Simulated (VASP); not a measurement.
# WAu (F-43m) in VASP: further runs

The runs below take WAu through relaxation of cell and atoms, single point, with LDA, PBE.

Program: VASP 6.6.1. These are calculated values, not measurements. Logs are shortened: lines on timing, memory, paths and dates and some standing lists are left out, and cuts for length are marked.

## 1. The cell of the first run

It takes space group F-43m (No. 216, cubic). Conventional cell: a = 5.818 Å, b = 5.818 Å, c = 5.818 Å, α = 90.00°, β = 90.00°, γ = 90.00°. Within 3.3 Å of W (site symmetry -43m) lie 4 Au at 2.52 Å. Au (site symmetry -43m) has 4 W at 2.52 Å within 3.3 Å.

## 2. Relaxation of cell and atoms, LDA, target pressure 20 GPa, at which the enthalpy is minimised

Input file INCAR:

```
SYSTEM = WAu
PREC     = Accurate       ! precision mode
ENCUT    = 600            ! plane-wave cutoff, eV
EDIFF    = 1E-6           ! SCF threshold, eV
ISMEAR   = -1             ! smearing method
SIGMA    = 0.05           ! smearing width, eV
LREAL    = .False.        ! projectors in reciprocal space
LASPH    = .True.         ! aspherical terms in the spheres
NELM     = 80             ! most SCF steps
ALGO     = Normal         ! electronic algorithm
ISIF     = 3              ! what is computed and relaxed
LWAVE    = .False.        ! write WAVECAR
LCHARG   = .False.        ! write CHGCAR
GGA      = CA             ! functional
IBRION   = 2              ! ionic algorithm
NSW      = 60             ! ionic steps
EDIFFG   = -0.01          ! ionic threshold
PSTRESS  = 200.0
```

Input file KPOINTS:

```
regular mesh
0
Gamma
  8 8 8
  0 0 0
```

Input file POSCAR:

```
WAu
1.0
    0.0000000000      2.9092100000      2.9092100000
    2.9092100000      0.0000000000      2.9092100000
    2.9092100000      2.9092100000      0.0000000000
W Au
1 1
Direct
    0.0000000000      0.0000000000      0.0000000000
    0.7500000000      0.7500000000      0.7500000000
```

Potentials or basis: VASP PAW LDA potentials, release 64 (W_sv, Au).

Run with:

```console
> cat potpaw_LDA.64/W_sv/POTCAR potpaw_LDA.64/Au/POTCAR > POTCAR
> mpirun -np 1 vasp_std > vasp.out
```

OUTCAR:

```text
SYSTEM = WAu
   PREC = Accurate
   ENCUT = 600
   EDIFF = 1E-6
   ISMEAR = -1
   LREAL = .False.
   LASPH = .True.
   NELM = 80
   ISIF = 3
   GGA = CA
   IBRION = 2
   NSW = 60
   EDIFFG = -0.01
   PSTRESS = 200.0

 ion  position               nearest neighbor table
   1  0.000  0.000  0.000-   2 2.52   2 2.52   2 2.52   2 2.52
   2  0.750  0.750  0.750-   1 2.52   1 2.52   1 2.52   1 2.52

  LATTYP: Found a face centered cubic cell.
 ALAT       =     5.8184200000

  Lattice vectors:

 A1 = (   0.0000000000,   2.9092100000,   2.9092100000)
 A2 = (   2.9092100000,   0.0000000000,   2.9092100000)
 A3 = (   2.9092100000,   2.9092100000,   0.0000000000)

Analysis of symmetry for initial positions (statically):
=====================================================================
 Subroutine PRICEL returns:
 Original cell was already a primitive cell.

 Routine SETGRP: Setting up the symmetry group for a
 face centered cubic supercell.

 Subroutine GETGRP returns: Found 24 space group operations
 (whereof 24 operations were pure point group operations)
 out of a pool of 48 trial point group operations.

The static configuration has the point symmetry T_d .

Analysis of symmetry for dynamics (positions and initial velocities):
=====================================================================
 Subroutine PRICEL returns:
 Original cell was already a primitive cell.

 Routine SETGRP: Setting up the symmetry group for a
 face centered cubic supercell.

 Subroutine GETGRP returns: Found 24 space group operations
 (whereof 24 operations were pure point group operations)
 out of a pool of 48 trial point group operations.

The dynamic configuration has the point symmetry T_d .

 Subroutine INISYM returns: Found 24 space group operations
 (whereof 24 operations are pure point group operations),
 and found     1 'primitive' translations

----------------------------------------------------------------------------------------

                                     Primitive cell

  volume of cell :      49.2442

  direct lattice vectors                    reciprocal lattice vectors
     0.000000000  2.909210000  2.909210000    -0.171867964  0.171867964  0.171867964
     2.909210000  0.000000000  2.909210000     0.171867964 -0.171867964  0.171867964
     2.909210000  2.909210000  0.000000000     0.171867964  0.171867964 -0.171867964

  length of vectors
     4.114244238  4.114244238  4.114244238     0.297684046  0.297684046  0.297684046

  position of ions in fractional coordinates (direct lattice)
     0.000000000  0.000000000  0.000000000
     0.750000000  0.750000000  0.750000000

  ion indices of the primitive-cell ions
   primitive index   ion index
                 1           1
                 2           2

----------------------------------------------------------------------------------------

 KPOINTS: regular mesh

Automatic generation of k-mesh.
 Grid dimensions read from file:
 generate k-points for:    8    8    8

 Generating k-lattice:

  Cartesian coordinates                     Fractional coordinates (reciprocal lattice)
    -0.021483496  0.021483496  0.021483496     0.125000000  0.000000000  0.000000000
     0.021483496 -0.021483496  0.021483496     0.000000000  0.125000000  0.000000000
     0.021483496  0.021483496 -0.021483496     0.000000000  0.000000000  0.125000000

  Length of vectors
     0.037210506  0.037210506  0.037210506

  Shift w.r.t. Gamma in fractional coordinates (k-lattice)
     0.000000000  0.000000000  0.000000000

 Subroutine IBZKPT returns following result:
 ===========================================

 Found     29 irreducible k-points:

 Following reciprocal coordinates:
            Coordinates               Weight
  0.000000  0.000000  0.000000      1.000000
  0.125000  0.000000  0.000000      8.000000
  0.250000  0.000000  0.000000      8.000000
  0.375000  0.000000  0.000000      8.000000
  0.500000  0.000000  0.000000      4.000000
  0.125000  0.125000  0.000000      6.000000
[... 16 lines left out ...]
  0.500000  0.250000  0.125000     48.000000
 -0.375000  0.250000  0.125000     24.000000
 [... further k-points ...]
   k-points           NKPTS =     29   k-points in BZ     NKDIM =     29   number of bands    NBANDS=     16
   number of dos      NEDOS =    301   number of ions     NIONS =      2
   total plane-waves  NPLWV =  46656
   dimension x,y,z NGX =    36 NGY =   36 NGZ =   36
   dimension x,y,z NGXF=    72 NGYF=   72 NGZF=   72
   ions per type =               1   1
   NGX,Y,Z   is equivalent  to a cutoff of  14.55, 14.55, 14.55 a.u.
   NGXF,Y,Z  is equivalent  to a cutoff of  29.09, 29.09, 29.09 a.u.
 SYSTEM =  WAu
   PREC   = accura    normal or accurate (medium, high low for compatibility)
   ISTART =      0    job   : 0-new  1-cont  2-samecut
   ICHARG =      2    charge: 1-file 2-atom 10-const
   ISPIN  =      1    spin polarized calculation?
   LNONCOLLINEAR =      F non collinear calculations
   LSORBIT =      F    spin-orbit coupling
   LASPH  =      T    aspherical Exc in radial PAW
   ENCUT  =  600.0 eV  44.10 Ry    6.64 a.u.   8.22  8.22  8.22*2*pi/ulx,y,z
   NELM   =     80;   NELMIN=  2; NELMDL= -5     # of ELM steps
   EDIFF  = 0.1E-05   stopping-criterion for ELM
   LREAL  =      F    real-space projection
   EDIFFG = -.1E-01   stopping-criterion for IOM
   NSW    =     60    number of steps for IOM
   IBRION =      2    ionic relax: 0-MD 1-quasi-New 2-CG
   NFREE  =      1    steps in history (QN), initial steepest desc. (CG)
   ISIF   =      3    stress and relaxation
   ISYM   =      2    0-nonsym 1-usesym 2-fastsym
   POTIM  = 0.5000    time-step for ionic-motion
   TEBEG  =    0.0;   TEEND  =   0.0 temperature during run
   PSTRESS=  200.0 pullay stress
   NELECT =      25.0000    total number of electrons
   NUPDOWN=      -1.0000    fix difference up-down
   EMIN   =  10.00;   EMAX   =-10.00  energy-range for DOS
   EFERMI =   0.00;   METHOD = LEGACY
   ISMEAR =    -1;   SIGMA  =   0.05  broadening in eV -4-tet -1-fermi 0-gaus
   EFERMI_NEDOS =   21; number of points for ismear=-14 and -15
   IALGO  =     38    algorithm
   IMIX   =      4    mixing-type and parameters
     AMIX     =   0.40;   BMIX     =  1.00
     AMIX_MAG =   1.60;   BMIX_MAG =  1.00
  volume/ion in A,a.u.               =      24.62       166.16
  Fermi-wavevector in a.u.,A,eV,Ry     =   1.305980  2.467944 23.205866  1.705583
  Thomas-Fermi vector in A             =   2.436812
   LORBIT       =      0    0 simple, 1 ext, 2 COOP (PROOUT), +10 PAW based schemes
   GGA     = CA    functional components
   LHFCALC =     F    Hartree Fock is set to
   AEXX    =    0.0000 exact exchange contribution
   IVDW    =     0    specifies the selected vdW correction
   LEPSILON=     F    determine dielectric tensor
   LRPA    =     F    only Hartree local field effects (RPA)
 conjugate gradient relaxation of ions
 non-spin polarized calculation
  energy-cutoff  :      600.00
  volume of cell :       49.24
 maximum number of plane-waves:      1676
 NGX is ok and might be reduce to    36
   NGX = 17   NGY = 17   NGZ = 17

--------------------------------------- Ionic step        1  -------------------------------------------

 number of electron      25.0000001 magnetization

 Free energy of the ion-electron system (eV)
  ---------------------------------------------------
  ext. energy  EPLUGINS =         0.00000000
  ---------------------------------------------------
  free energy    TOTEN  =       -14.44248526 eV

  energy without entropy =      -14.42310436  energy(sigma->0) =      -14.43279481

------------------------ aborting loop because EDIFF is reached ----------------------------------------

  FORCE on cell =-STRESS in cart. coord.  units (eV):
  Direction    XX          YY          ZZ          XY          YZ          ZX
  --------------------------------------------------------------------------------------
  -------------------------------------------------------------------------------------
  Total       -2.1365492     -2.1365492     -2.1365492      0.0000000      0.0000000     -0.0000000
  in kB      -69.5133592    -69.5133592    -69.5133592      0.0000000      0.0000000     -0.0000000
  external PRESSURE =    -269.5133592 kB  Pullay stress =     200.0000000 kB
[... 25 lines left out ...]
--------------------------------------- Ionic step        2  -------------------------------------------

 number of electron      25.0000000 magnetization

 E-fermi :  15.5325     XC(G=0): -14.5792

 val. band max:       15.5199204727   @ k =   0.5000   0.1250   0.0000
 cond. band min:      15.5332547961   @ k =   0.5000   0.2500   0.0000
 fundamental gap:      0.0133343235
 Fermi energy:        15.5325044995

 k-point     1 :       0.0000    0.0000    0.0000
  band No.  band energies     occupation
      1     -57.7174      2.00000
      2     -23.0444      2.00000
      3     -23.0444      2.00000
      4     -23.0444      2.00000
      5       3.7849      2.00000
      6       4.6867      2.00000
[... 433 lines left out ...]
      3     -22.9450      2.00000
      4     -22.8892      2.00000
      5       3.8575      2.00000
      6       4.3584      2.00000
[... 8 lines left out ...]
     15      19.4674      0.00000
     16      20.1639      0.00000

 [... further k-points ...]
[... 5 lines left out ...]
  --------------------------------------------------------------------------------------
  -------------------------------------------------------------------------------------
  Total       58.9207021     58.9207021     58.9207021      0.0000000      0.0000000     -0.0000000
  in kB     3741.5417426   3741.5417426   3741.5417426      0.0000000      0.0000000     -0.0000000
  external PRESSURE =    3541.5417426 kB  Pullay stress =     200.0000000 kB
[... 59 lines left out ...]
  energy  without entropy=      -14.3740336516  energy(sigma->0) =      -14.38252634

  enthalpy is  TOTEN    =        -8.9436994907 eV   P V=        5.4473195437

[... ionic steps 4 to 15 ...]

--------------------------------------- Ionic step       16  -------------------------------------------

 number of electron      25.0000000 magnetization

------------------------ aborting loop because EDIFF is reached ----------------------------------------
[... 71 lines left out ...]
--------------------------------------- Ionic step       18  -------------------------------------------

 number of electron      25.0000000 magnetization

 Free energy of the ion-electron system (eV)
  ---------------------------------------------------
  ext. energy  EPLUGINS =         0.00000000
  ---------------------------------------------------
  free energy    TOTEN  =       -14.24091846 eV

  energy without entropy =      -14.22447679  energy(sigma->0) =      -14.23269763

 E-fermi :   7.2165     XC(G=0): -11.7015

 val. band max:        7.1845957005   @ k =  -0.3750   0.2500   0.1250
 cond. band min:       7.2709547053   @ k =   0.3750   0.2500   0.0000
 fundamental gap:      0.0863590048
 Fermi energy:         7.2164567610

 k-point     1 :       0.0000    0.0000    0.0000
  band No.  band energies     occupation
      1     -66.4108      2.00000
      2     -30.9487      2.00000
      3     -30.9487      2.00000
      4     -30.9487      2.00000
      5      -1.1713      2.00000
      6       0.6461      2.00000
[... 433 lines left out ...]
      3     -30.9511      2.00000
      4     -30.9440      2.00000
      5       0.1851      2.00000
      6       0.3931      2.00000
[... 8 lines left out ...]
     15       9.3494      0.00000
     16       9.6028      0.00000

 [... further k-points ...]
[... 5 lines left out ...]
  --------------------------------------------------------------------------------------
  -------------------------------------------------------------------------------------
  Total        5.2599741      5.2599741      5.2599741     -0.0000000     -0.0000000      0.0000000
  in kB      200.0423863    200.0423863    200.0423863     -0.0000000     -0.0000000      0.0000000
  external PRESSURE =       0.0423863 kB  Pullay stress =     200.0000000 kB
[... 21 lines left out ...]
  energy  without entropy=      -14.2244767933  energy(sigma->0) =      -14.23269763

  enthalpy is  TOTEN    =        -8.9820589181 eV   P V=        5.2588595446

 reached required accuracy - stopping structural energy minimisation
```

It took 1.9 min on 1 thread of Intel Xeon 6975P-C (Granite Rapids), shared host; peak memory 0.2 GiB.

What came out:

* Free energy: -14.2409 eV
* Relaxed volume: 21.06 Å³/atom
* Relaxed cell: a = 3.906 Å, b = 3.906 Å, c = 3.906 Å, α = 60.00°, β = 60.00°, γ = 60.00°
* Space group after relaxing (to 0.05 Å): F-43m (No. 216)
* Energy change on relaxing (the enthalpy is what falls): +100.8 meV/atom
* Ionic steps: 18
* Pressure after relaxing: 20.0 GPa

Step by step:
```
step  energy change (eV)  largest force (eV/Å)  pressure (GPa)  volume (Å³)
   1              0.0000                0.0000           -6.95        49.24
   2             14.4741                0.0000          374.15        25.23
   3              0.0515                0.0000           12.10        43.64
   4              0.1224                0.0000           16.13        42.83
   5              0.2041                0.0000           20.10        42.11
   6              0.1874                0.0000           19.37        42.24
   7              0.1885                0.0000           19.37        42.23
   8              0.1917                0.0000           19.50        42.21
   9              0.1917                0.0000           19.52        42.21
  10              0.1918                0.0000           19.52        42.21
  11              0.1921                0.0000           19.52        42.20
  12              0.1926                0.0000           19.57        42.20
  13              0.1937                0.0000           19.61        42.19
  14              0.1958                0.0000           19.70        42.17
  15              0.2001                0.0000           19.88        42.14
  16              0.2088                0.0000           20.28        42.07
  17              0.2026                0.0000           20.08        42.12
  18              0.2016                0.0000           20.00        42.13
```

Final structure:
```
CELL_PARAMETERS angstrom
0.00000 2.76173 2.76173
2.76173 0.00000 2.76173
2.76173 2.76173 0.00000
ATOMIC_POSITIONS crystal
W 0.00000 0.00000 0.00000
Au 0.75000 0.75000 0.75000
```

Levels at points of the mesh, in eV from the Fermi level:
```
           k point  band 11  band 12  band 13  band 14  band 15  band 16
(0.00, 0.00, 0.00)    -0.86    -0.86    -0.86     2.06     2.06     9.16
(0.50, 0.00, 0.00)    -2.14    -0.22    -0.22     1.76     1.76     2.54
(0.50, 0.50, 0.00)    -3.15     0.36     1.47     1.92     1.92     3.57
```

Caveat: the cell is relaxed towards a set pressure, so the enthalpy falls and the energy may rise; spin-orbit coupling is left out, which moves the levels of the heavy elements.

## 3. Relaxation of cell and atoms, LDA, target pressure 30 GPa, at which the enthalpy is minimised

Input file INCAR:

```
SYSTEM = WAu
PREC = Accurate
ENCUT = 600
EDIFF = 1E-6
ISMEAR = -1
SIGMA = 0.05
LREAL = .FALSE.
LASPH = .TRUE.
NELM = 80
ALGO = Normal
ISIF = 3
LWAVE = .FALSE.
LCHARG = .FALSE.
GGA = CA
IBRION = 2
NSW = 60
EDIFFG = -0.01
PSTRESS = 300.0
```

Input file KPOINTS:

```
Automatic mesh
0
G
  8 8 8
  0 0 0
```

POSCAR is that of step 2.

Potentials or basis: VASP PAW LDA potentials, release 64 (W_sv, Au).

Run with:

```console
> cat potpaw_LDA.64/W_sv/POTCAR potpaw_LDA.64/Au/POTCAR > POTCAR
> mpirun -np 1 vasp_std > vasp.out
```

Run time: 1.8 min. Hardware: 1 thread of Intel Xeon 6975P-C (Granite Rapids), shared host; peak memory 0.21 GiB.

The run converged. Its results:

```yaml
Free_energy: -13.9933 eV
Relaxed_volume: 20.27 Å³/atom
Relaxed_cell: a = 3.856 Å, b = 3.856 Å, c = 3.856 Å, α = 60.00°, β = 60.00°, γ = 60.00°
Space_group_after_relaxing_to_0.05_Å: F-43m (No. 216)
Energy_change_on_relaxing_the_enthalpy_is_what_falls: +224.6 meV/atom
Ionic_steps: 19
Pressure_after_relaxing: 30.1 GPa
```

The path:
```csv
step,energy change (eV),largest force (eV/Å),pressure (GPa),volume (Å³)
1,0.0000,0.0000,-6.95,49.24
2,39.1793,0.0000,963.85,18.85
3,0.0575,0.0000,12.48,43.56
4,0.1867,0.0000,19.29,42.25
5,0.4677,0.0000,30.77,40.44
6,0.4366,0.0000,29.66,40.60
7,0.4369,0.0000,29.61,40.60
8,0.4378,0.0000,29.66,40.59
9,0.4378,0.0000,29.67,40.59
10,0.4378,0.0000,29.67,40.59
11,0.4378,0.0000,29.67,40.59
12,0.4379,0.0000,29.67,40.59
13,0.4380,0.0000,29.67,40.59
14,0.4381,0.0000,29.67,40.59
15,0.4385,0.0000,29.67,40.59
16,0.4392,0.0000,29.72,40.59
17,0.4406,0.0000,29.76,40.58
18,0.4435,0.0000,29.87,40.56
19,0.4492,0.0000,30.06,40.53
```

Final structure:
```
W Au
1.0
     0.00000    2.72642    2.72642
     2.72642    0.00000    2.72642
     2.72642    2.72642    0.00000
W Au
1 1
Direct
  0.00000 0.00000 0.00000
  0.75000 0.75000 0.75000
```

Levels at points of the mesh, in eV from the Fermi level:
| k point | band 9 | band 10 | band 11 | band 12 | band 13 | band 14 | band 15 | band 16 |
| --- | --- | --- | --- | --- | --- | --- | --- | --- |
| (0.00, 0.00, 0.00) | -6.42 | -6.42 | -0.89 | -0.89 | -0.89 | 2.22 | 2.22 | 9.35 |
| (0.50, 0.00, 0.00) | -6.54 | -5.67 | -2.21 | -0.21 | -0.21 | 1.87 | 1.87 | 2.69 |
| (0.50, 0.50, 0.00) | -5.78 | -4.22 | -3.24 | 0.36 | 1.52 | 2.05 | 2.05 | 3.81 |

Caveat: the cell is relaxed towards a set pressure, so the enthalpy falls and the energy may rise; the volume moved by over 15 % at a fixed basis, so the end points are rough; spin-orbit coupling is left out, which moves the levels of the heavy elements.

(Continued in part 2 of 2.)
